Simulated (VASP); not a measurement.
**Zr: single point with r2SCAN**

Zr:

```
Zr
1.0
    -1.81000    1.81000    1.81000
     1.81000   -1.81000    1.81000
     1.81000    1.81000   -1.81000
Zr
1
Direct
  0.00000 0.00000 0.00000
```

```yaml
Program: VASP 6.6.1
Task: single point
Functional: r2SCAN
Potentials_or_basis: VASP PAW PBE potentials, release 64 (Zr_sv)
Cutoff: 550 eV
k_mesh: 10 × 10 × 10
Occupations: fermi-dirac, width 0.05 eV
Spin: no spin polarisation
Dipole_correction: no
Further_INCAR_settings: ALGO = Normal; EDIFF = 1e-06; NBANDS = 12
```

```yaml
Pressure: -2.7 GPa
Band_gap_on_the_k_mesh: zero (band 6 reaches 9.83 eV, above the bottom of band 7 at 7.79 eV)
```

Levels at points of the mesh, in eV from the Fermi level:
| k point | band 2 | band 3 | band 4 | band 5 | band 6 | band 7 | band 8 | band 9 | band 10 | band 11 |
| --- | --- | --- | --- | --- | --- | --- | --- | --- | --- | --- |
| (0.00, 0.00, 0.00) | -27.11 | -27.11 | -27.11 | -5.73 | 1.26 | 1.26 | 1.26 | 3.74 | 3.74 | 12.82 |
| (0.50, 0.00, 0.00) | -28.06 | -27.40 | -27.12 | -2.90 | -0.61 | 1.36 | 3.75 | 4.42 | 6.42 | 10.31 |
| (0.50, 0.50, 0.50) | -27.76 | -27.76 | -27.76 | -2.67 | -2.67 | 5.75 | 5.75 | 5.75 | 7.60 | 7.60 |

Wall time 28 s on 1 thread of Intel(R) Xeon(R) Platinum 8488C (Sapphire Rapids), on a shared host, peak memory 0.14 GiB.

Caveat: the PAW data sets were made with another functional, which shifts forces and pressure a little.
